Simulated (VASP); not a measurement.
# PbS (P6_3/mmc) in VASP: further runs

The runs below take PbS through single point, with PBE.

Program: VASP 6.6.1. These are calculated values, not measurements. Logs are shortened: lines on timing, memory, paths and dates and some standing lists are left out, and cuts for length are marked.

### 1 The cell of the first run

The structure is hexagonal, space group P6_3/mmc (No. 194). The conventional cell has a = 4.923 Å, b = 4.923 Å, c = 5.915 Å, α = 90.00°, β = 90.00°, γ = 120.00°. Within 3.7 Å of Pb (site symmetry -6m2) lie 5 S at 2.84 to 2.96 Å. Within 3.7 Å of S (site symmetry -6m2) lie 5 Pb at 2.84 to 2.96 Å.

### 2 Single point, PBE (31.04 Å³/atom)

File INCAR:

```
PREC = Accurate
ENCUT = 520
EDIFF = 1E-6
ISMEAR = 0
SIGMA = 0.01
LREAL = False
LASPH = True
NELM = 80
ALGO = Normal
ISIF = 2
LWAVE = False
LCHARG = True
GGA = PE
LELF = True
LVHAR = True
NBANDS = 28
```

File KPOINTS:

```
Automatic mesh
0
Gamma
  6 6 4
```

File POSCAR:

```
PbS
1.0
    4.9233175372      0.0000000000      0.0000000000
   -2.4616587686      4.2637180581      0.0000000000
    0.0000000000      0.0000000000      5.9148537773
Pb S
2 2
Direct
    0.3333333333      0.6666666667      0.2500000000
    0.6666666667      0.3333333333      0.7500000000
    0.6666666667      0.3333333333      0.2500000000
    0.3333333333      0.6666666667      0.7500000000
```

Potentials or basis: VASP PAW PBE potentials, release 64 (Pb_d, S).

Command:

```bash
> cat potpaw_PBE.64/Pb_d/POTCAR potpaw_PBE.64/S/POTCAR > POTCAR
> mpirun -np 1 vasp_std > vasp.out
```

OUTCAR:

```text
PREC = Accurate
   ENCUT = 520
   EDIFF = 1E-6
   ISMEAR = 0
   LREAL = False
   LASPH = True
   NELM = 80
   ISIF = 2
   GGA = PE

 ion  position               nearest neighbor table
   1  0.333  0.667  0.250-   3 2.84   3 2.84   3 2.84   4 2.96   4 2.96   2 4.10   2 4.10   2 4.10
                             2 4.10   2 4.10   2 4.10
   2  0.667  0.333  0.750-   4 2.84   4 2.84   4 2.84   3 2.96   3 2.96   1 4.10   1 4.10   1 4.10
                             1 4.10   1 4.10   1 4.10
   3  0.667  0.333  0.250-   1 2.84   1 2.84   1 2.84   2 2.96   2 2.96
   4  0.333  0.667  0.750-   2 2.84   2 2.84   2 2.84   1 2.96   1 2.96

  LATTYP: Found a hexagonal cell.
 ALAT       =     4.9233175372
 C/A-ratio  =     1.2013959556

  Lattice vectors:

 A1 = (   4.9233175372,   0.0000000000,   0.0000000000)
 A2 = (  -2.4616587686,   4.2637180581,   0.0000000000)
 A3 = (   0.0000000000,   0.0000000000,   5.9148537773)

Analysis of symmetry for initial positions (statically):
=====================================================================
 Subroutine PRICEL returns:
 Original cell was already a primitive cell.

 Routine SETGRP: Setting up the symmetry group for a
 hexagonal supercell.

 Subroutine GETGRP returns: Found 24 space group operations
 (whereof 12 operations were pure point group operations)
 out of a pool of 24 trial point group operations.

The static configuration has the point symmetry D_3d.
 The point group associated with its full space group is D_6h.

Analysis of symmetry for dynamics (positions and initial velocities):
=====================================================================
 Subroutine PRICEL returns:
 Original cell was already a primitive cell.

 Routine SETGRP: Setting up the symmetry group for a
 hexagonal supercell.

 Subroutine GETGRP returns: Found 24 space group operations
 (whereof 12 operations were pure point group operations)
 out of a pool of 24 trial point group operations.

The dynamic configuration has the point symmetry D_3d.
 The point group associated with its full space group is D_6h.

 Subroutine INISYM returns: Found 24 space group operations
 (whereof 12 operations are pure point group operations),
 and found     1 'primitive' translations

----------------------------------------------------------------------------------------

                                     Primitive cell
[... 89 lines left out ...]
   ENCUT  =  520.0 eV  38.22 Ry    6.18 a.u.   9.15  9.15 11.00*2*pi/ulx,y,z
   NELM   =     80;   NELMIN=  2; NELMDL= -5     # of ELM steps
   EDIFF  = 0.1E-05   stopping-criterion for ELM
   LREAL  =      F    real-space projection
   EDIFFG = 0.1E-04   stopping-criterion for IOM
   NSW    =      0    number of steps for IOM
   IBRION =     -1    ionic relax: 0-MD 1-quasi-New 2-CG
   NFREE  =      0    steps in history (QN), initial steepest desc. (CG)
   ISIF   =      2    stress and relaxation
   ISYM   =      2    0-nonsym 1-usesym 2-fastsym
   POTIM  = 0.5000    time-step for ionic-motion
   TEBEG  =    0.0;   TEEND  =   0.0 temperature during run
   PSTRESS=    0.0 pullay stress
   NELECT =      40.0000    total number of electrons
   NUPDOWN=      -1.0000    fix difference up-down
   EMIN   =  10.00;   EMAX   =-10.00  energy-range for DOS
   EFERMI =   0.00;   METHOD = LEGACY
   ISMEAR =     0;   SIGMA  =   0.01  broadening in eV -4-tet -1-fermi 0-gaus
   EFERMI_NEDOS =   21; number of points for ismear=-14 and -15
   IALGO  =     38    algorithm
   IMIX   =      4    mixing-type and parameters
     AMIX     =   0.40;   BMIX     =  1.00
     AMIX_MAG =   1.60;   BMIX_MAG =  1.00
  volume/ion in A,a.u.               =      31.04       209.47
  Fermi-wavevector in a.u.,A,eV,Ry     =   1.122272  2.120786 17.136456  1.259494
  Thomas-Fermi vector in A             =   2.258931
   LORBIT       =      0    0 simple, 1 ext, 2 COOP (PROOUT), +10 PAW based schemes
   GGA     = PE    functional components
   LHFCALC =     F    Hartree Fock is set to
   AEXX    =    0.0000 exact exchange contribution
   IVDW    =     0    specifies the selected vdW correction
   LEPSILON=     F    determine dielectric tensor
   LRPA    =     F    only Hartree local field effects (RPA)
 non-spin polarized calculation
 Gauss-broadening in eV      SIGMA  =   0.01
  energy-cutoff  :      520.00
  volume of cell :      124.16
 maximum number of plane-waves:      3366
 NGX is ok and might be reduce to    40
   NGX = 19   NGY = 19   NGZ = 21

 number of electron      40.0000002 magnetization

 Free energy of the ion-electron system (eV)
  ---------------------------------------------------
  ext. energy  EPLUGINS =         0.00000000
  ---------------------------------------------------
  free energy    TOTEN  =       -17.16194318 eV

  energy without entropy =      -17.16194318  energy(sigma->0) =      -17.16194318

 E-fermi :   4.3292     XC(G=0):  -8.5877

 val. band max:        4.2120348297   @ k =   0.3333   0.3333   0.5000
 cond. band min:       5.5698645413   @ k =   0.3333   0.3333   0.5000
 fundamental gap:      1.3578297116
 Fermi energy:         4.3291701899

 k-point     1 :       0.0000    0.0000    0.0000
  band No.  band energies     occupation
      1     -12.6520      2.00000
      2     -12.5325      2.00000
      3     -12.5325      2.00000
      4     -12.5319      2.00000
      5     -12.5319      2.00000
      6     -12.5286      2.00000
[... 640 lines left out ...]
     27      10.9919      0.00000
     28      10.9919      0.00000

------------------------ aborting loop because EDIFF is reached ----------------------------------------

  FORCE on cell =-STRESS in cart. coord.  units (eV):
  Direction    XX          YY          ZZ          XY          YZ          ZX
  --------------------------------------------------------------------------------------
  -------------------------------------------------------------------------------------
  Total        2.1448150      2.1448150      2.3224950      0.0000000     -0.0000000      0.0000000
  in kB       27.6764314     27.6764314     29.9691920      0.0000000     -0.0000000      0.0000000
  external PRESSURE =      28.4406849 kB  Pullay stress =       0.0000000 kB

 VOLUME and BASIS-vectors are now :
 -----------------------------------------------------------------------------
  energy-cutoff  :      520.00
  volume of cell :      124.16
      direct lattice vectors                 reciprocal lattice vectors
     4.923317537  0.000000000  0.000000000     0.203115073  0.117268542  0.000000000
    -2.461658769  4.263718058  0.000000000     0.000000000  0.234537084  0.000000000
     0.000000000  0.000000000  5.914853777     0.000000000  0.000000000  0.169065887

 POSITION                                       TOTAL-FORCE (eV/Angst)
 -----------------------------------------------------------------------------------
     -0.00000      2.84248      1.47871         0.000000      0.000000      0.000000
      2.46166      1.42124      4.43614        -0.000000     -0.000000      0.000000
      2.46166      1.42124      1.47871        -0.000000      0.000000      0.000000
     -0.00000      2.84248      4.43614         0.000000     -0.000000      0.000000
 -----------------------------------------------------------------------------------
    total drift:                                0.000000     -0.000000      0.000000

  FREE ENERGIE OF THE ION-ELECTRON SYSTEM (eV)
  ---------------------------------------------------
  free  energy   TOTEN  =       -17.1619431761 eV

  energy  without entropy=      -17.1619431761  energy(sigma->0) =      -17.16194318
```

Run time: 37 s. Hardware: 1 thread of Intel Xeon 6975P-C (Granite Rapids), shared host; peak memory 0.28 GiB.

Results:

| Property | Result |
| --- | --- |
| Free energy | -17.1619 eV |
| Pressure | 2.8 GPa |
| Band gap on the k mesh | 1.36 eV |

Levels at points of the mesh, in eV from the valence-band top:
```csv
k point,band 18,band 19,band 20,band 21,band 22,band 23
"(0.00, 0.00, 0.00)",-2.10,-2.08,-2.08,1.91,1.91,3.34
"(0.50, 0.00, 0.00)",-2.48,-2.26,-0.80,3.02,3.11,4.12
"(0.00, 0.00, 0.50)",-2.68,-1.43,-1.43,2.22,2.22,2.22
"(0.50, 0.00, 0.50)",-2.08,-0.70,-0.70,1.55,1.55,3.10
```

Caveat: spin-orbit coupling is left out, which moves the levels of the heavy elements.

### 3 Single point, PBE (32.03 Å³/atom)

This run uses another cell than the first one, of 32.03 Å³/atom.

File INCAR:

```
SYSTEM = PbS
ALGO = Normal
EDIFF = 1E-6
ENCUT = 520
GGA = PE
ISIF = 2
ISMEAR = 0
LASPH = .True.
LCHARG = .False.
LREAL = .False.
LWAVE = .False.
NBANDS = 28
NELM = 100
PREC = Accurate
SIGMA = 0.01
```

File KPOINTS:

```
k-points
0
Gamma
  6 6 4
  0 0 0
```

File POSCAR:

```
PbS
1.0
    4.9751457410      0.0000000000      0.0000000000
   -2.4875728705      4.3086025993      0.0000000000
    0.0000000000      0.0000000000      5.9771199718
Pb S
2 2
Direct
    0.3333333333      0.6666666667      0.2500000000
    0.6666666667      0.3333333333      0.7500000000
    0.6666666667      0.3333333333      0.2500000000
    0.3333333333      0.6666666667      0.7500000000
```

Potentials or basis: VASP PAW PBE potentials, release 64 (Pb_d, S).

Command:

```bash
> cat potpaw_PBE.64/Pb_d/POTCAR potpaw_PBE.64/S/POTCAR > POTCAR
> mpirun -np 1 vasp_std > vasp.out
```

OUTCAR:

```text
SYSTEM = PbS
   EDIFF = 1E-6
   ENCUT = 520
   GGA = PE
   ISIF = 2
   ISMEAR = 0
   LASPH = .True.
   LREAL = .False.
   NELM = 100
   PREC = Accurate

 ion  position               nearest neighbor table
   1  0.333  0.667  0.250-   3 2.87   3 2.87   3 2.87   4 2.99   4 2.99
   2  0.667  0.333  0.750-   4 2.87   4 2.87   4 2.87   3 2.99   3 2.99
   3  0.667  0.333  0.250-   1 2.87   1 2.87   1 2.87   2 2.99   2 2.99
   4  0.333  0.667  0.750-   2 2.87   2 2.87   2 2.87   1 2.99   1 2.99

[... 848 lines left out ...]
  Direction    XX          YY          ZZ          XY          YZ          ZX
  --------------------------------------------------------------------------------------
  -------------------------------------------------------------------------------------
  Total        0.9995489      0.9995489      1.0754062      0.0000000     -0.0000000      0.0000000
  in kB       12.4991483     12.4991483     13.4477278      0.0000000     -0.0000000      0.0000000
  external PRESSURE =      12.8153415 kB  Pullay stress =       0.0000000 kB

 VOLUME and BASIS-vectors are now :
 -----------------------------------------------------------------------------
  energy-cutoff  :      520.00
  volume of cell :      128.13
      direct lattice vectors                 reciprocal lattice vectors
     4.975145741  0.000000000  0.000000000     0.200999137  0.116046906  0.000000000
    -2.487572871  4.308602599  0.000000000     0.000000000  0.232093812  0.000000000
     0.000000000  0.000000000  5.977119972     0.000000000  0.000000000  0.167304656

 POSITION                                       TOTAL-FORCE (eV/Angst)
 -----------------------------------------------------------------------------------
     -0.00000      2.87240      1.49428        -0.000000     -0.000000     -0.000000
      2.48757      1.43620      4.48284         0.000000      0.000000      0.000000
      2.48757      1.43620      1.49428        -0.000000     -0.000000     -0.000000
     -0.00000      2.87240      4.48284        -0.000000      0.000000     -0.000000
 -----------------------------------------------------------------------------------
    total drift:                               -0.000000      0.000000     -0.000000

  FREE ENERGIE OF THE ION-ELECTRON SYSTEM (eV)
  ---------------------------------------------------
  free  energy   TOTEN  =       -17.2138291564 eV

  energy  without entropy=      -17.2138291564  energy(sigma->0) =      -17.21382916
```

stdout:

```text
POSCAR found type information on POSCAR PbS
 POSCAR found :  2 types and       4 ions
 scaLAPACK will be used
 LDA part: xc-table for (Slater+PW92), standard interpolation
 POSCAR, INCAR and KPOINTS ok, starting setup
 FFT: planning ... GRIDC
 FFT: planning ... GRID_SOFT
 FFT: planning ... GRID
 WAVECAR not read
 entering main loop
```

Wall time 37 s (1 thread of Intel Xeon 6975P-C (Granite Rapids), shared host); peak memory 0.28 GiB.

Results:

| Property | Result |
| --- | --- |
| Free energy | -17.2138 eV |
| Pressure | 1.3 GPa |
| Band gap on the k mesh | 1.41 eV |

Caveat: spin-orbit coupling is left out, which moves the levels of the heavy elements.

### 4 Single point, PBE

This run uses another cell than the first one, of 32.42 Å³/atom.

File INCAR:

```
PREC = Accurate ; ENCUT = 520
EDIFF = 1E-7 ; ISMEAR = 0
SIGMA = 0.01 ; LREAL = False
LASPH = True ; NELM = 60
ALGO = Normal ; ISIF = 2
LWAVE = False ; LCHARG = False
GGA = PE ; NBANDS = 28
```

File KPOINTS:

```
Automatic mesh
0
Gamma
  6 6 4
```

File POSCAR:

```
PbS
1.0
    4.9970879532      0.0000000000      0.0000000000
   -2.4985439766      4.3276051124      0.0000000000
    0.0000000000      0.0000000000      5.9970707068
Pb S
2 2
Direct
    0.3333333333      0.6666666667      0.2500000000
    0.6666666667      0.3333333333      0.7500000000
    0.6666666667      0.3333333333      0.2500000000
    0.3333333333      0.6666666667      0.7500000000
```

Potentials or basis: VASP PAW PBE potentials, release 64 (Pb_d, S).

Command:

```bash
> cat potpaw_PBE.64/Pb_d/POTCAR potpaw_PBE.64/S/POTCAR > POTCAR
> mpirun -np 1 vasp_std > vasp.out
```

OUTCAR:

```text
PREC = Accurate
   ENCUT = 520
   EDIFF = 1E-7
   ISMEAR = 0
   LREAL = False
   LASPH = True
   NELM = 60
   ISIF = 2
   GGA = PE

 ion  position               nearest neighbor table
   1  0.333  0.667  0.250-   3 2.89   3 2.89   3 2.89   4 3.00   4 3.00
   2  0.667  0.333  0.750-   4 2.89   4 2.89   4 2.89   3 3.00   3 3.00
   3  0.667  0.333  0.250-   1 2.89   1 2.89   1 2.89   2 3.00   2 3.00
   4  0.333  0.667  0.750-   2 2.89   2 2.89   2 2.89   1 3.00   1 3.00

  LATTYP: Found a hexagonal cell.
 ALAT       =     4.9970879532
[... 846 lines left out ...]
  Direction    XX          YY          ZZ          XY          YZ          ZX
  --------------------------------------------------------------------------------------
  -------------------------------------------------------------------------------------
  Total        0.5520602      0.5520602      0.6731754     -0.0000000      0.0000000      0.0000000
  in kB        6.8201391      6.8201391      8.3163930     -0.0000000      0.0000000      0.0000000
  external PRESSURE =       7.3188904 kB  Pullay stress =       0.0000000 kB

 VOLUME and BASIS-vectors are now :
 -----------------------------------------------------------------------------
  energy-cutoff  :      520.00
  volume of cell :      129.69
      direct lattice vectors                 reciprocal lattice vectors
     4.997087953  0.000000000  0.000000000     0.200116550  0.115537344  0.000000000
    -2.498543977  4.327605112  0.000000000     0.000000000  0.231074688  0.000000000
     0.000000000  0.000000000  5.997070707     0.000000000  0.000000000  0.166748076

 POSITION                                       TOTAL-FORCE (eV/Angst)
 -----------------------------------------------------------------------------------
     -0.00000      2.88507      1.49927        -0.000000      0.000000      0.000000
      2.49854      1.44254      4.49780         0.000000      0.000000      0.000000
      2.49854      1.44254      1.49927         0.000000     -0.000000      0.000000
     -0.00000      2.88507      4.49780        -0.000000      0.000000      0.000000
 -----------------------------------------------------------------------------------
    total drift:                               -0.000000      0.000000     -0.000000

  FREE ENERGIE OF THE ION-ELECTRON SYSTEM (eV)
  ---------------------------------------------------
  free  energy   TOTEN  =       -17.2240852318 eV

  energy  without entropy=      -17.2240852318  energy(sigma->0) =      -17.22408523
```

stdout:

```text
POSCAR found type information on POSCAR PbS
 POSCAR found :  2 types and       4 ions
 scaLAPACK will be used
 LDA part: xc-table for (Slater+PW92), standard interpolation
 POSCAR, INCAR and KPOINTS ok, starting setup
 FFT: planning ... GRIDC
 FFT: planning ... GRID_SOFT
 FFT: planning ... GRID
 WAVECAR not read
 entering main loop
```

Run time: 40 s. Hardware: 1 thread of Intel Xeon 6975P-C (Granite Rapids), shared host; peak memory 0.28 GiB.

Results:

```
Free energy            : -17.2241 eV
Pressure               : 0.7 GPa
Band gap on the k mesh : 1.42 eV
```

Stress tensor (GPa, compression positive):
```
0.68 0.00 0.00
0.00 0.68 0.00
0.00 0.00 0.83
```

Levels at points of the mesh, in eV from the valence-band top:
```tsv
k point	band 17	band 18	band 19	band 20	band 21	band 22	band 23	band 24
(0.00, 0.00, 0.00)	-3.02	-1.89	-1.87	-1.87	2.03	2.03	3.37	3.37
(0.50, 0.00, 0.00)	-2.85	-2.25	-2.08	-0.72	2.99	3.10	4.19	4.44
(0.00, 0.00, 0.50)	-2.45	-2.45	-1.30	-1.30	2.33	2.33	2.33	2.33
(0.50, 0.00, 0.50)	-1.87	-1.87	-0.63	-0.63	1.62	1.62	3.10	3.10
```

Caveat: spin-orbit coupling is left out, which moves the levels of the heavy elements.

### 5 Single point, PBE

This run uses another cell than the first one, of 33.02 Å³/atom.

File INCAR:

```
SYSTEM = PbS
PREC = Accurate
ENCUT = 520
EDIFF = 1E-6
ISMEAR = 0
SIGMA = 0.01
LREAL = .FALSE.
LASPH = .TRUE.
NELM = 60
ALGO = Normal
ISIF = 2
LWAVE = .FALSE.
LCHARG = .FALSE.
GGA = PE
NBANDS = 28
```

File KPOINTS:

```
Automatic mesh
0
G
  6 6 4
  0 0 0
```

File POSCAR:

```
PbS
1.0
    5.0259160409      0.0000000000      0.0000000000
   -2.5129580204      4.3525709687      0.0000000000
    0.0000000000      0.0000000000      6.0381152047
Pb S
2 2
Direct
    0.3333333333      0.6666666667      0.2500000000
    0.6666666667      0.3333333333      0.7500000000
    0.6666666667      0.3333333333      0.2500000000
    0.3333333333      0.6666666667      0.7500000000
```

Command:

```bash
> cat potpaw_PBE.64/Pb_d/POTCAR potpaw_PBE.64/S/POTCAR > POTCAR
> mpirun -np 1 vasp_std > vasp.out
```

It took 35 s on 1 thread of Intel Xeon 6975P-C (Granite Rapids), shared host; peak memory 0.28 GiB.

It converged, with:

```
Free energy            : -17.2299 eV
Pressure               : -0.1 GPa
Band gap on the k mesh : 1.45 eV
```

Levels at points of the mesh, in eV from the valence-band top:
| k point | band 18 | band 19 | band 20 | band 21 | band 22 | band 23 |
| --- | --- | --- | --- | --- | --- | --- |
| (0.00, 0.00, 0.00) | -1.80 | -1.80 | -1.80 | 2.08 | 2.08 | 3.37 |
| (0.50, 0.00, 0.00) | -2.16 | -2.01 | -0.69 | 2.98 | 3.10 | 4.20 |
| (0.00, 0.00, 0.50) | -2.36 | -1.26 | -1.26 | 2.37 | 2.37 | 2.37 |
| (0.50, 0.00, 0.50) | -1.79 | -0.61 | -0.61 | 1.64 | 1.64 | 3.10 |

Caveat: spin-orbit coupling is left out, which moves the levels of the heavy elements. A k mesh can miss the band edges.

[end of part 1 of 2]
